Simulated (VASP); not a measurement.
A run of VASP 6.6.1 is set up as follows.

Contents of INCAR:

```
PREC = Accurate
ENCUT = 520
EDIFF = 1E-7
ISMEAR = 0
SIGMA = 0.05
LREAL = F
LASPH = T
NELM = 80
ALGO = Normal
ISIF = 2
LWAVE = F
LCHARG = F
GGA = PS
NBANDS = 16
```

File KPOINTS:

```
Automatic mesh
0
Gamma
  12 12 6
```

Contents of POSCAR:

```
BN
1.0
    2.7582547698      0.0000000000      0.0000000000
   -1.3791273849      2.3887187008      0.0000000000
    0.0000000000      0.0000000000      4.2268550000
B N
2 2
Direct
    0.6666666667      0.3333333333      0.9997240000
    0.3333333333      0.6666666667      0.4997240000
    0.6666666667      0.3333333333      0.6252760000
    0.3333333333      0.6666666667      0.1252760000
```

Potentials or basis: VASP PAW PBE potentials, release 64 (B, N).

Launch:

```sh
$ cat potpaw_PBE.64/B/POTCAR potpaw_PBE.64/N/POTCAR > POTCAR
$ mpirun -np 1 vasp_std > vasp.out
```

(1) Predict the pressure.

(2) What does it give for the band gap on the k mesh?

## Answers

(1) -45.2 GPa.

(2) 5.24 eV, indirect (least direct gap 6.27 eV).

Caveat: the cell differs from its parent crystal (strain +0.080 along x and y, +0.000 along z); the PAW data sets were made with another functional, which shifts forces and pressure a little.
